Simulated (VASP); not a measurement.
Write the native input for VASP 6.6.1 that does the following.

```
Task                   : single point
Functional             : PBE
Potentials or basis    : VASP PAW PBE potentials, release 64 (Ag, O)
Cutoff                 : 600 eV
k mesh                 : 8 × 8 × 8
Occupations            : gaussian, width 0.1 eV
Spin                   : no spin polarisation
Dipole correction      : no
Further INCAR settings : ALGO = Normal; EDIFF = 1e-06; NBANDS = 37
```

The structure of Ag2O lies in POSCAR:

```
Ag2O
1.0
    4.5233335789      0.0000000000      0.0000000000
    0.0000000000      4.5233335789      0.0000000000
    0.0000000000      0.0000000000      4.5233335789
Ag O
4 2
Direct
    0.7500000000      0.7500000000      0.7500000000
    0.7500000000      0.2500000000      0.2500000000
    0.2500000000      0.2500000000      0.7500000000
    0.2500000000      0.7500000000      0.2500000000
    0.0000000000      0.0000000000      0.0000000000
    0.5000000000      0.5000000000      0.5000000000
```

The input as run:

INCAR

```
SYSTEM = Ag2O
  ALGO = Normal
  EDIFF = 1E-6
  ENCUT = 600
  GGA = PE
  GGA_COMPAT = .False.
  ISIF = 2
  ISMEAR = 0
  LASPH = .True.
  LCHARG = .False.
  LREAL = .False.
  LWAVE = .False.
  NBANDS = 37
  NELM = 120
  PREC = Accurate
  SIGMA = 0.1
```

KPOINTS

```
k-points
0
Gamma
  8 8 8
  0 0 0
```

Potentials or basis: VASP PAW PBE potentials, release 64 (Ag, O).

Command:

```console
$ cat potpaw_PBE.64/Ag/POTCAR potpaw_PBE.64/O/POTCAR > POTCAR
$ mpirun -np 1 vasp_std > vasp.out
```

Results of the run:

```json
{"Pressure": "20.8 GPa", "Band gap on the k mesh": "0.28 eV"}
```

Caveat: the cell stands under pressure.

Wall time 48 s on 1 thread of Intel(R) Xeon(R) 6975P-C (Granite Rapids) (shared host), peak memory 0.26 GiB.
